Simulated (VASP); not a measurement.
Crystal: Ti.

```
CELL_PARAMETERS angstrom
2.93858 0.00000 0.00000
-1.46929 2.54489 0.00000
0.00000 0.00000 4.65043
ATOMIC_POSITIONS crystal
Ti 0.33333 0.66667 0.25000
Ti 0.66667 0.33333 0.75000
```

* Program: VASP 6.6.1
* Task: relaxation of cell and atoms
* Functional: PBEsol
* Potentials or basis: VASP PAW PBE potentials, release 64 (Ti_sv)
* Cutoff: 600 eV
* k mesh: 18 × 18 × 10
* Occupations: gaussian, width 0.1 eV
* Spin: no spin polarisation

At the start: pressure -4.5 GPa; volume 17.39 Å³/atom.

Question: Where does the relaxation end?

Answer: Over 10 steps the energy falls by 10.4 meV/atom and the volume is 16.68 Å³/atom (-4.1 %); space group P6_3/mmc (No. 194, to 0.05 Å).

The path:
```tsv
step	energy change (eV)	largest force (eV/Å)	pressure (GPa)	volume (Å³)
1	0.0000	0.0000	-4.54	34.78
2	-0.0090	0.0000	3.81	32.36
3	-0.0208	0.0000	0.01	33.37
4	-0.0208	0.0000	-0.10	33.39
5	-0.0208	0.0000	-0.11	33.39
6	-0.0208	0.0000	-0.11	33.39
7	-0.0208	0.0000	-0.11	33.39
8	-0.0208	0.0000	-0.05	33.37
9	-0.0208	0.0000	0.08	33.34
10	-0.0208	0.0000	0.03	33.36
```

Final structure:
```
Ti
1.0
     2.89777    0.00000    0.00000
    -1.44888    2.50954    0.00000
     0.00000    0.00000    4.58718
Ti
2
Direct
  0.33333 0.66667 0.25000
  0.66667 0.33333 0.75000
```

Caveat: the PAW data sets were made with another functional, which shifts forces and pressure a little.
